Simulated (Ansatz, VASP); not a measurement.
Two plane-wave programs on LiPb4O8

```
Pb O Li
1.0
     5.12692    0.00879    0.00000
     0.00879    5.26812    0.00000
     0.00000    0.00000    6.82698
Pb O Li
4 8 1
Direct
  0.01711 0.99150 0.99449
  0.01711 0.99150 0.50551
  0.51701 0.49140 0.25000
  0.51713 0.49151 0.75000
  0.35243 0.26669 0.00820
  0.35243 0.26669 0.49180
  0.20821 0.79840 0.25000
  0.18926 0.77479 0.75000
  0.68177 0.71627 0.00829
  0.68177 0.71627 0.49171
  0.82597 0.18455 0.25000
  0.84481 0.20801 0.75000
  0.51722 0.99131 0.25000
```

Alike in both runs: functional PBE; dispersion D3(BJ); k mesh 6 × 6 × 6; occupations gaussian, width 0.1 eV; no spin polarisation.

Ansatz relaxed the structure, and its values are those at the end. VASP's run is a single point on that final structure, the one shown.

|  | VASP | Ansatz |
| --- | --- | --- |
| version | VASP 6.6.1 | Ansatz 0.2.0 |
| potentials or method | VASP PAW PBE potentials, release 64 (Pb_d, O, Li_sv), cutoff 520 eV | scalar-relativistic, plane waves, PAW |
| valence electrons in the cell | 107 | 107 |

```csv
,VASP,Ansatz,Ansatz less VASP
gap on the k mesh at the Fermi level (eV),none,none,-
rms of the force components (eV/Å),0.012,0.007,-0.0054
```

A gap of «none» marks a metal or a gap that the smearing closes.

Spin-orbit coupling is off throughout. Noted on VASP's run: the cutoff is short for stress, so the pressure is rough.
